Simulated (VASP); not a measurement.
# CaSe (Fm-3m) in VASP: G0W0 quasiparticle levels with PBE

Aim: the G0W0 quasiparticle levels of CaSe with PBE.

Program: VASP 6.6.1. These are calculated values, not measurements. Logs are shortened: lines on timing, memory, paths and dates and some standing lists are left out, and cuts for length are marked.

## Step 1: The cell of the first run

Symmetry: Fm-3m, No. 225, cubic system. Conventional cell: a = 5.935 Å, b = 5.935 Å, c = 5.935 Å, α = 90.00°, β = 90.00°, γ = 90.00°. Ca (site symmetry m-3m) has 6 Se at 2.97 Å within 3.9 Å. Within 3.9 Å of Se (site symmetry m-3m) lie 6 Ca at 2.97 Å.

## Step 2: G0W0 quasiparticle levels, PBE

POSCAR

```
CaSe
1.0
    0.0000000000      2.9675306062      2.9675306062
    2.9675306062      0.0000000000      2.9675306062
    2.9675306062      2.9675306062      0.0000000000
Ca Se
1 1
Direct
    0.0000000000      0.0000000000      0.0000000000
    0.5000000000      0.5000000000      0.5000000000
```

INCAR.step1

```
PREC = Accurate
ENCUT = 500
EDIFF = 1E-8
ISMEAR = 0
SIGMA = 0.01
LREAL = F
LASPH = T
NELM = 100
ALGO = Normal
LWAVE = T
LCHARG = F
GGA = PE
```

INCAR.step2

```
PREC = Accurate
ENCUT = 500
EDIFF = 1E-8
ISMEAR = 0
SIGMA = 0.01
LREAL = F
LASPH = T
NELM = 1
ALGO = Exact
LWAVE = T
LCHARG = F
GGA = PE
NBANDS = 164
LOPTICS = T
ISTART = 1
```

INCAR.step3

```
PREC = Accurate
ENCUT = 500
EDIFF = 1E-8
ISMEAR = 0
SIGMA = 0.01
LREAL = F
LASPH = T
ALGO = EVGW0
LWAVE = F
LCHARG = F
GGA = PE
NELMGW = 1
NBANDS = 164
ENCUTGW = 120.0
NOMEGA = 96
PRECFOCK = Fast
ISTART = 1
NBANDSGW = 16
OMEGAMAX = 20
```

KPOINTS

```
regular mesh
0
Gamma
  4 4 4
```

Potentials or basis: VASP PAW PBE potentials, release 64 (Ca_sv_GW, Se_GW).

On the command line:

```sh
$ cat potpaw_PBE.64/Ca_sv_GW/POTCAR potpaw_PBE.64/Se_GW/POTCAR > POTCAR
$ cp INCAR.step1 INCAR
$ mpirun -np 1 vasp_std > vasp.out
$ cp INCAR.step2 INCAR
$ mpirun -np 1 vasp_std > vasp.out
$ cp INCAR.step3 INCAR
$ mpirun -np 1 vasp_std > vasp.out
```

OUTCAR:

```text
PREC = Accurate
   ENCUT = 500
   EDIFF = 1E-8
   ISMEAR = 0
   LREAL = F
   LASPH = T
   GGA = PE
   NELMGW = 1
   ENCUTGW = 120.0
   PRECFOCK = Fast
   ISTART = 1

 ion  position               nearest neighbor table
   1  0.000  0.000  0.000-   2 2.97   2 2.97   2 2.97   2 2.97   2 2.97   2 2.97
   2  0.500  0.500  0.500-   1 2.97   1 2.97   1 2.97   1 2.97   1 2.97   1 2.97

  LATTYP: Found a face centered cubic cell.
 ALAT       =     5.9350612124

  Lattice vectors:

 A1 = (   0.0000000000,   2.9675306062,   2.9675306062)
 A2 = (   2.9675306062,   0.0000000000,   2.9675306062)
 A3 = (   2.9675306062,   2.9675306062,   0.0000000000)

Analysis of symmetry for initial positions (statically):
=====================================================================
 Subroutine PRICEL returns:
 Original cell was already a primitive cell.

 Routine SETGRP: Setting up the symmetry group for a
 face centered cubic supercell.

 Subroutine GETGRP returns: Found 48 space group operations
 (whereof 48 operations were pure point group operations)
 out of a pool of 48 trial point group operations.

The static configuration has the point symmetry O_h .

Analysis of symmetry for dynamics (positions and initial velocities):
=====================================================================
 Subroutine PRICEL returns:
 Original cell was already a primitive cell.

 Routine SETGRP: Setting up the symmetry group for a
 face centered cubic supercell.

 Subroutine GETGRP returns: Found 48 space group operations
 (whereof 48 operations were pure point group operations)
 out of a pool of 48 trial point group operations.

The dynamic configuration has the point symmetry O_h .

 Subroutine INISYM returns: Found 48 space group operations
 (whereof 48 operations are pure point group operations),
 and found     1 'primitive' translations

----------------------------------------------------------------------------------------

                                     Primitive cell
[... 49 lines left out ...]
  0.250000  0.000000  0.000000      8.000000
  0.500000  0.000000  0.000000      4.000000
  0.250000  0.250000  0.000000      6.000000
  0.500000  0.250000  0.000000     24.000000
 -0.250000  0.250000  0.000000     12.000000
  0.500000  0.500000  0.000000      3.000000
 -0.250000  0.500000  0.250000      6.000000
   k-points           NKPTS =      8   k-points in BZ     NKDIM =     64   number of bands    NBANDS=    164
   number of dos      NEDOS =    301   number of ions     NIONS =      2
   total plane-waves  NPLWV =  32768
   dimension x,y,z NGX =    32 NGY =   32 NGZ =   32
   dimension x,y,z NGXF=    64 NGYF=   64 NGZF=   64
   ions per type =               1   1
   NGX,Y,Z   is equivalent  to a cutoff of  12.68, 12.68, 12.68 a.u.
   NGXF,Y,Z  is equivalent  to a cutoff of  25.35, 25.35, 25.35 a.u.
 SYSTEM =  unknown system
   PREC   = accura    normal or accurate (medium, high low for compatibility)
   ISTART =      1    job   : 0-new  1-cont  2-samecut
   ICHARG =      0    charge: 1-file 2-atom 10-const
   ISPIN  =      1    spin polarized calculation?
   LNONCOLLINEAR =      F non collinear calculations
   LSORBIT =      F    spin-orbit coupling
   LASPH  =      T    aspherical Exc in radial PAW
   ENCUT  =  500.0 eV  36.75 Ry    6.06 a.u.   7.65  7.65  7.65*2*pi/ulx,y,z
   NELM   =     60;   NELMIN=  2; NELMDL=  0     # of ELM steps
   EDIFF  = 0.1E-07   stopping-criterion for ELM
   LREAL  =      F    real-space projection
   EDIFFG = 0.1E-06   stopping-criterion for IOM
   NSW    =      0    number of steps for IOM
   IBRION =     -1    ionic relax: 0-MD 1-quasi-New 2-CG
   NFREE  =      0    steps in history (QN), initial steepest desc. (CG)
   ISIF   =      0    stress and relaxation
   ISYM   =      3    0-nonsym 1-usesym 2-fastsym
   POTIM  = 0.5000    time-step for ionic-motion
   TEBEG  =    0.0;   TEEND  =   0.0 temperature during run
   PSTRESS=    0.0 pullay stress
   NELECT =      16.0000    total number of electrons
   NUPDOWN=      -1.0000    fix difference up-down
   EMIN   =  10.00;   EMAX   =-10.00  energy-range for DOS
   EFERMI =   0.00;   METHOD = LEGACY
   ISMEAR =     0;   SIGMA  =   0.01  broadening in eV -4-tet -1-fermi 0-gaus
   EFERMI_NEDOS =   21; number of points for ismear=-14 and -15
   IALGO  =     38    algorithm
   IMIX   =      4    mixing-type and parameters
     AMIX     =   0.40;   BMIX     =  1.00
     AMIX_MAG =   1.60;   BMIX_MAG =  1.00
  volume/ion in A,a.u.               =      26.13       176.35
  Fermi-wavevector in a.u.,A,eV,Ry     =   1.103341  2.085012 16.563196  1.217361
  Thomas-Fermi vector in A             =   2.239797
   LORBIT       =      0    0 simple, 1 ext, 2 COOP (PROOUT), +10 PAW based schemes
   GGA     = PE    functional components
   LHFCALC =     T    Hartree Fock is set to
   PRECFOCK=fast      Normal, Fast or Accurate (Low or Medium for compatibility)
   ENCUT4O =  -1.0   cutoff for four orbital integrals eV
   NKREDX  =     1    reduce k-point grid by
   NKREDY  =     1    reduce k-point grid by
   NKREDZ  =     1    reduce k-point grid by
   AEXX    =    1.0000 exact exchange contribution
   HFSCREEN=    0.0000 screening length (either q_TF or 0.3 A-1)
   HFSCREENC=   0.0000 screening length for correlation (either q_TF or 0.3 A-1)
   ENCUTFOCK=  -1.0 apply spherical cutoff to Coloumb kernel
   IVDW    =     0    specifies the selected vdW correction
   LEPSILON=     F    determine dielectric tensor
   LRPA    =     F    only Hartree local field effects (RPA)
   LRPAFORCE           =     F    calculate RPA forces
   ENCUTGW             = 120.0    cutoff for response function in eV
   ENCUTGWSOFT         =  96.0    soft cutoff for Coulomb kernel in GW response function in eV
   ENCUTLF             =  -1.0    cutoff for local field effects
   NELMGW              =     1    number of iterations in solving QP/BSE equation
   NELMHF              =     1    number of iterations in the inner HF iteration
   NKREDLFX            =     1    NKREDLFY  =   1   NKREDLFZ  =   1
 non-spin polarized calculation
 Gauss-broadening in eV      SIGMA  =   0.01
  energy-cutoff  :      500.00
  volume of cell :       52.27
 maximum number of plane-waves:      1363
 NGX is ok and might be reduce to    32
  NGX = 18; NGY = 18; NGZ = 18
   NGX = 15   NGY = 15   NGZ = 15
 maximum number of plane-waves:       169
 NGX is ok and might be reduce to    18

 QP shifts <psi_nk| G(iteration)W_0 |psi_nk>: iteration 1
 for sc-GW calculations column KS-energies equals QP-energies in previous step
 and V_xc(KS)=  KS-energies - (<T + V_ion + V_H > + <T+V_H+V_ion>^1  + <V_x>^1)

 k-point   1 :       0.0000    0.0000    0.0000
  band No.  KS-energies  QP-energies   sigma(KS)   V_xc(KS)     V^pw_x(r,r')   Z            occupation Imag(sigma)

      1     -36.2092     -37.4162     -22.7657     -20.7303     -34.4490       0.5930       2.0000       0.5453
      2     -17.1994     -18.9116     -22.4086     -19.9505     -27.8729       0.6965       2.0000       0.1740
      3     -17.1994     -18.9116     -22.4086     -19.9505     -27.8729       0.6965       2.0000       0.1740
      4     -17.1994     -18.9116     -22.4086     -19.9505     -27.8729       0.6965       2.0000       0.1740
      5      -8.1614      -8.9134     -13.5493     -12.4507     -19.8103       0.6845       2.0000       1.0908
      6       3.5955       2.6997     -13.2507     -12.0889     -14.7524       0.7710       2.0000       0.0460
[... 135 lines left out ...]
      2     -17.2539     -18.9619     -22.3278     -19.8450     -27.8066       0.6879       2.0000       0.1906
      3     -17.2539     -18.9619     -22.3278     -19.8450     -27.8066       0.6879       2.0000       0.1906
      4     -17.2367     -18.9256     -22.3158     -19.8734     -27.8182       0.6915       2.0000       0.1960
      5      -7.5089      -8.1973     -14.0403     -13.0209     -20.0092       0.6752       2.0000       0.9252
      6       1.6316       0.6023     -12.2617     -10.8808     -14.2724       0.7454       2.0000       0.0591
[... 8 lines left out ...]
     15      12.5073      12.8343      -8.9875      -9.4252      -4.1582       0.7471       0.0000      -0.1877
     16      13.0648      14.0332     -10.7439     -12.0955      -5.3204       0.7164       0.0000      -0.2883
```

Run time: 2.2 min. Hardware: 1 thread of Intel Xeon 6975P-C (Granite Rapids), shared host; peak memory 0.58 GiB.

What came out:

```
Quasiparticle gap                                   : 3.63 eV
Least direct quasiparticle gap                      : 4.54 eV
Band gap of the starting levels on the mesh         : 2.05 eV
Least direct gap of the starting levels on the mesh : 2.97 eV
```

Caveat: the k points lie up to 0.46 Å⁻¹ apart; bands, screening cutoff and mesh are small and nothing is extrapolated, so the quasiparticle values aren't converged.
